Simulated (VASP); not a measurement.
# AlN (P6_3/mmc) in VASP: further runs

AlN is run at these levels: PBE, r2SCAN; tasks: single point.

Everything below comes from runs of VASP 6.6.1. Logs are shortened: lines on timing, memory, paths and dates and some standing lists are left out, and cuts for length are marked.

### Step 1. The cell of the first run

The structure is hexagonal, space group P6_3/mmc (No. 194). The conventional cell has a = 3.314 Å, b = 3.314 Å, c = 4.186 Å, α = 90.00°, β = 90.00°, γ = 120.00°. Within 2.5 Å of Al (site symmetry -6m2) lie 5 N at 1.91 to 2.09 Å. N (site symmetry -6m2) has 5 Al at 1.91 to 2.09 Å within 2.5 Å.

### Step 2. Single point, PBE

INCAR reads:

```
ALGO = Normal ; EDIFF = 1E-6
ENCUT = 520 ; GGA = PE
ISIF = 2 ; ISMEAR = 0
LASPH = True ; LCHARG = False
LREAL = False ; LWAVE = False
NBANDS = 16 ; NELM = 80
PREC = Accurate ; SIGMA = 0.01
```

KPOINTS reads:

```
k-points
0
Gamma
  9 9 6
```

POSCAR reads:

```
AlN
1.0
    3.3144687359      0.0000000000      0.0000000000
   -1.6572343680      2.8704141254      0.0000000000
    0.0000000000      0.0000000000      4.1862269413
Al N
2 2
Direct
    0.3333333333      0.6666666667      0.2500000000
    0.6666666667      0.3333333333      0.7500000000
    0.6666666667      0.3333333333      0.2500000000
    0.3333333333      0.6666666667      0.7500000000
```

Potentials or basis: VASP PAW PBE potentials, release 64 (Al, N).

The run is started by

```
> cat potpaw_PBE.64/Al/POTCAR potpaw_PBE.64/N/POTCAR > POTCAR
> mpirun -np 1 vasp_std > vasp.out
```

OUTCAR:

```text
EDIFF = 1E-6
   ENCUT = 520
   GGA = PE
   ISIF = 2
   ISMEAR = 0
   LASPH = True
   LREAL = False
   NELM = 80
   PREC = Accurate

 ion  position               nearest neighbor table
   1  0.333  0.667  0.250-   3 1.91   3 1.91   3 1.91   4 2.09   4 2.09   2 2.84   2 2.84   2 2.84
                             2 2.84   2 2.84   2 2.84
   2  0.667  0.333  0.750-   4 1.91   4 1.91   4 1.91   3 2.09   3 2.09   1 2.84   1 2.84   1 2.84
                             1 2.84   1 2.84   1 2.84
   3  0.667  0.333  0.250-   1 1.91   1 1.91   1 1.91   2 2.09   2 2.09
   4  0.333  0.667  0.750-   2 1.91   2 1.91   2 1.91   1 2.09   1 2.09

  LATTYP: Found a hexagonal cell.
 ALAT       =     3.3144687359
 C/A-ratio  =     1.2630159687

  Lattice vectors:

 A1 = (   3.3144687359,   0.0000000000,   0.0000000000)
 A2 = (  -1.6572343680,   2.8704141254,   0.0000000000)
 A3 = (   0.0000000000,   0.0000000000,   4.1862269413)

Analysis of symmetry for initial positions (statically):
=====================================================================
 Subroutine PRICEL returns:
 Original cell was already a primitive cell.

 Routine SETGRP: Setting up the symmetry group for a
 hexagonal supercell.

 Subroutine GETGRP returns: Found 24 space group operations
 (whereof 12 operations were pure point group operations)
 out of a pool of 24 trial point group operations.

The static configuration has the point symmetry D_3d.
 The point group associated with its full space group is D_6h.

Analysis of symmetry for dynamics (positions and initial velocities):
=====================================================================
 Subroutine PRICEL returns:
 Original cell was already a primitive cell.

 Routine SETGRP: Setting up the symmetry group for a
 hexagonal supercell.

 Subroutine GETGRP returns: Found 24 space group operations
 (whereof 12 operations were pure point group operations)
 out of a pool of 24 trial point group operations.

The dynamic configuration has the point symmetry D_3d.
 The point group associated with its full space group is D_6h.

 Subroutine INISYM returns: Found 24 space group operations
 (whereof 12 operations are pure point group operations),
 and found     1 'primitive' translations

----------------------------------------------------------------------------------------

                                     Primitive cell

  volume of cell :      39.8273

  direct lattice vectors                    reciprocal lattice vectors
     3.314468736  0.000000000  0.000000000     0.301707477  0.174190893  0.000000000
    -1.657234368  2.870414125  0.000000000     0.000000000  0.348381786  0.000000000
     0.000000000  0.000000000  4.186226941     0.000000000  0.000000000  0.238878593

  length of vectors
     3.314468736  3.314468736  4.186226941     0.348381786  0.348381786  0.238878593

  position of ions in fractional coordinates (direct lattice)
     0.333333333  0.666666667  0.250000000
     0.666666667  0.333333333  0.750000000
     0.666666667  0.333333333  0.250000000
     0.333333333  0.666666667  0.750000000

  ion indices of the primitive-cell ions
   primitive index   ion index
                 1           1
                 2           2
                 3           3
                 4           4

----------------------------------------------------------------------------------------

 KPOINTS: k-points

Automatic generation of k-mesh.
 Grid dimensions read from file:
 generate k-points for:    9    9    6

 Generating k-lattice:

  Cartesian coordinates                     Fractional coordinates (reciprocal lattice)
     0.033523053  0.019354544  0.000000000     0.111111111 -0.000000000  0.000000000
     0.000000000  0.038709087  0.000000000     0.000000000  0.111111111  0.000000000
     0.000000000  0.000000000  0.039813099     0.000000000  0.000000000  0.166666667

  Length of vectors
     0.038709087  0.038709087  0.039813099

  Shift w.r.t. Gamma in fractional coordinates (k-lattice)
     0.000000000  0.000000000  0.000000000

 Subroutine IBZKPT returns following result:
 ===========================================

 Found     48 irreducible k-points:

 Following reciprocal coordinates:
            Coordinates               Weight
  0.000000  0.000000  0.000000      1.000000
  0.111111 -0.000000  0.000000      6.000000
  0.222222  0.000000  0.000000      6.000000
  0.333333  0.000000  0.000000      6.000000
  0.444444  0.000000  0.000000      6.000000
  0.111111  0.111111  0.000000      6.000000
[... 16 lines left out ...]
  0.333333  0.222222  0.166667     24.000000
  0.333333  0.333333  0.166667      4.000000
 [... further k-points ...]
   k-points           NKPTS =     48   k-points in BZ     NKDIM =     48   number of bands    NBANDS=     16
   number of dos      NEDOS =    301   number of ions     NIONS =      4
   total plane-waves  NPLWV =  25088
   dimension x,y,z NGX =    28 NGY =   28 NGZ =   32
   dimension x,y,z NGXF=    56 NGYF=   56 NGZF=   64
   ions per type =               2   2
   NGX,Y,Z   is equivalent  to a cutoff of  14.04, 14.04, 12.71 a.u.
   NGXF,Y,Z  is equivalent  to a cutoff of  28.09, 28.09, 25.42 a.u.
 SYSTEM =  unknown system
   PREC   = accura    normal or accurate (medium, high low for compatibility)
   ISTART =      0    job   : 0-new  1-cont  2-samecut
   ICHARG =      2    charge: 1-file 2-atom 10-const
   ISPIN  =      1    spin polarized calculation?
   LNONCOLLINEAR =      F non collinear calculations
   LSORBIT =      F    spin-orbit coupling
   LASPH  =      T    aspherical Exc in radial PAW
   ENCUT  =  520.0 eV  38.22 Ry    6.18 a.u.   6.16  6.16  7.78*2*pi/ulx,y,z
   NELM   =     80;   NELMIN=  2; NELMDL= -5     # of ELM steps
   EDIFF  = 0.1E-05   stopping-criterion for ELM
   LREAL  =      F    real-space projection
   EDIFFG = 0.1E-04   stopping-criterion for IOM
   NSW    =      0    number of steps for IOM
   IBRION =     -1    ionic relax: 0-MD 1-quasi-New 2-CG
   NFREE  =      0    steps in history (QN), initial steepest desc. (CG)
   ISIF   =      2    stress and relaxation
   ISYM   =      2    0-nonsym 1-usesym 2-fastsym
   POTIM  = 0.5000    time-step for ionic-motion
   TEBEG  =    0.0;   TEEND  =   0.0 temperature during run
   PSTRESS=    0.0 pullay stress
   NELECT =      16.0000    total number of electrons
   NUPDOWN=      -1.0000    fix difference up-down
   EMIN   =  10.00;   EMAX   =-10.00  energy-range for DOS
   EFERMI =   0.00;   METHOD = LEGACY
   ISMEAR =     0;   SIGMA  =   0.01  broadening in eV -4-tet -1-fermi 0-gaus
   EFERMI_NEDOS =   21; number of points for ismear=-14 and -15
   IALGO  =     38    algorithm
   IMIX   =      4    mixing-type and parameters
     AMIX     =   0.40;   BMIX     =  1.00
     AMIX_MAG =   1.60;   BMIX_MAG =  1.00
  volume/ion in A,a.u.               =       9.96        67.19
  Fermi-wavevector in a.u.,A,eV,Ry     =   1.207965  2.282723 19.853347  1.459180
  Thomas-Fermi vector in A             =   2.343587
   LORBIT       =      0    0 simple, 1 ext, 2 COOP (PROOUT), +10 PAW based schemes
   GGA     = PE    functional components
   LHFCALC =     F    Hartree Fock is set to
   AEXX    =    0.0000 exact exchange contribution
   IVDW    =     0    specifies the selected vdW correction
   LEPSILON=     F    determine dielectric tensor
   LRPA    =     F    only Hartree local field effects (RPA)
 non-spin polarized calculation
 Gauss-broadening in eV      SIGMA  =   0.01
  energy-cutoff  :      520.00
  volume of cell :       39.83
 maximum number of plane-waves:      1090
 NGX is ok and might be reduce to    28
   NGX = 13   NGY = 13   NGZ = 15

 number of electron      15.9999999 magnetization

 Free energy of the ion-electron system (eV)
  ---------------------------------------------------
  ext. energy  EPLUGINS =         0.00000000
  ---------------------------------------------------
  free energy    TOTEN  =       -29.31892233 eV

  energy without entropy =      -29.31892233  energy(sigma->0) =      -29.31892233

 E-fermi :   7.9981     XC(G=0): -11.1559

 val. band max:        7.9328392816   @ k =   0.0000   0.0000   0.0000
 cond. band min:      11.1964816541   @ k =   0.0000   0.0000   0.0000
 fundamental gap:      3.2636423725
 Fermi energy:         7.9980667071

 k-point     1 :       0.0000    0.0000    0.0000
  band No.  band energies     occupation
      1      -8.8383      2.00000
      2      -5.2180      2.00000
      3       1.0835      2.00000
      4       4.6685      2.00000
      5       4.6685      2.00000
      6       6.3326      2.00000
[... 8 lines left out ...]
     15      19.7461      0.00000
     16      19.8723      0.00000

 k-point     2 :       0.1111   -0.0000    0.0000
  band No.  band energies     occupation
      1      -8.6986      2.00000
      2      -5.2145      2.00000
      3       1.2345      2.00000
      4       4.1679      2.00000
      5       4.4700      2.00000
      6       5.8380      2.00000
[... 8 lines left out ...]
     15      19.2933      0.00000
     16      19.5125      0.00000

 k-point     3 :       0.2222    0.0000    0.0000
  band No.  band energies     occupation
      1      -8.2980      2.00000
      2      -5.2488      2.00000
      3       1.6748      2.00000
      4       3.0883      2.00000
      5       4.0644      2.00000
      6       4.9346      2.00000
[... 8 lines left out ...]
     15      18.3318      0.00000
     16      20.3298      0.00000

 k-point     4 :       0.3333    0.0000    0.0000
  band No.  band energies     occupation
      1      -7.7048      2.00000
      2      -5.4269      2.00000
      3       2.0952      2.00000
      4       2.3517      2.00000
      5       3.6961      2.00000
      6       4.1482      2.00000
[... 8 lines left out ...]
     15      19.2890      0.00000
     16      20.7732      0.00000
[... 324 lines left out ...]
 k-point    22 :       0.2222    0.2222    0.1667
  band No.  band energies     occupation
      1      -7.2515      2.00000
      2      -5.6528      2.00000
      3       1.7064      2.00000
      4       2.0659      2.00000
      5       3.6939      2.00000
      6       4.2015      2.00000
[... 8 lines left out ...]
     15      19.8064      0.00000
     16      21.1070      0.00000

 k-point    23 :       0.3333    0.2222    0.1667
  band No.  band energies     occupation
      1      -6.7096      2.00000
      2      -5.9191      2.00000
      3       1.4202      2.00000
      4       2.1768      2.00000
      5       2.9144      2.00000
      6       4.7163      2.00000
[... 8 lines left out ...]
     15      19.5842      0.00000
     16      21.2177      0.00000

 k-point    24 :       0.3333    0.3333    0.1667
  band No.  band energies     occupation
      1      -6.2626      2.00000
      2      -6.2626      2.00000
      3       1.4356      2.00000
      4       2.3845      2.00000
      5       2.3845      2.00000
      6       4.9300      2.00000
[... 8 lines left out ...]
     15      19.1666      0.00000
     16      20.9508      0.00000

 [... further k-points ...]
[... 5 lines left out ...]
  --------------------------------------------------------------------------------------
  -------------------------------------------------------------------------------------
  Total       -0.0806765     -0.0806765     -0.0200428      0.0000000      0.0000000      0.0000000
  in kB       -3.2454597     -3.2454597     -0.8062835      0.0000000      0.0000000      0.0000000
  external PRESSURE =      -2.4324009 kB  Pullay stress =       0.0000000 kB

 VOLUME and BASIS-vectors are now :
 -----------------------------------------------------------------------------
  energy-cutoff  :      520.00
  volume of cell :       39.83
      direct lattice vectors                 reciprocal lattice vectors
     3.314468736  0.000000000  0.000000000     0.301707477  0.174190893  0.000000000
    -1.657234368  2.870414125  0.000000000     0.000000000  0.348381786  0.000000000
     0.000000000  0.000000000  4.186226941     0.000000000  0.000000000  0.238878593

 POSITION                                       TOTAL-FORCE (eV/Angst)
 -----------------------------------------------------------------------------------
     -0.00000      1.91361      1.04656        -0.000000      0.000000      0.000000
      1.65723      0.95680      3.13967        -0.000000     -0.000000      0.000000
      1.65723      0.95680      1.04656         0.000000     -0.000000      0.000000
     -0.00000      1.91361      3.13967         0.000000     -0.000000      0.000000
 -----------------------------------------------------------------------------------
    total drift:                                0.000000     -0.000000      0.000000

  FREE ENERGIE OF THE ION-ELECTRON SYSTEM (eV)
  ---------------------------------------------------
  free  energy   TOTEN  =       -29.3189223295 eV

  energy  without entropy=      -29.3189223295  energy(sigma->0) =      -29.31892233
```

It took 62 s on 1 thread of AMD EPYC 7R13, shared host; peak memory 0.14 GiB.

Results:

```
Free energy            : -29.3189 eV
Pressure               : -0.2 GPa
Band gap on the k mesh : 3.26 eV, direct
```

### Step 3. Single point, PBE (volume changed by +3%)

INCAR reads:

```
  PREC = Accurate
  ENCUT = 520
  EDIFF = 1E-7
  ISMEAR = 0
  SIGMA = 0.01
  LREAL = False
  LASPH = True
  NELM = 80
  ALGO = Normal
  ISIF = 2
  LWAVE = False
  LCHARG = True
  GGA = PE
  LELF = True
  LVHAR = True
  NBANDS = 16
```

KPOINTS reads:

```
Automatic mesh
0
Gamma
  9 9 6
```

POSCAR reads:

```
AlN
1.0
    3.3472873924      0.0000000000      0.0000000000
   -1.6736436962      2.8988359156      0.0000000000
    0.0000000000      0.0000000000      4.2276774285
Al N
2 2
Direct
    0.3333333333      0.6666666667      0.2500000000
    0.6666666667      0.3333333333      0.7500000000
    0.6666666667      0.3333333333      0.2500000000
    0.3333333333      0.6666666667      0.7500000000
```

Potentials or basis: VASP PAW PBE potentials, release 64 (Al, N).

The run is started by

```
> cat potpaw_PBE.64/Al/POTCAR potpaw_PBE.64/N/POTCAR > POTCAR
> mpirun -np 1 vasp_std > vasp.out
```

Wall time 64 s (1 thread of AMD EPYC 7R13, shared host); peak memory 0.14 GiB.

The run converged. Its results:

```yaml
Free_energy: -29.2956 eV
Pressure: -6.0 GPa
Band_gap_on_the_k_mesh: 3.04 eV, direct
```

Stress tensor (GPa, compression positive):
```
-6.47  0.00  0.00
 0.00 -6.47  0.00
 0.00  0.00 -5.10
```

Levels at points of the mesh, in eV from the valence-band top:
```
           k point  band 5  band 6  band 7  band 8  band 9  band 10  band 11  band 12
(0.00, 0.00, 0.00)   -3.18   -1.54   -1.54    0.00    3.04     4.15     8.07     8.07
(0.00, 0.00, 0.50)   -2.40   -2.40   -2.40   -2.40    5.47     5.47     8.28     8.28
```

(Continued in part 2 of 2.)
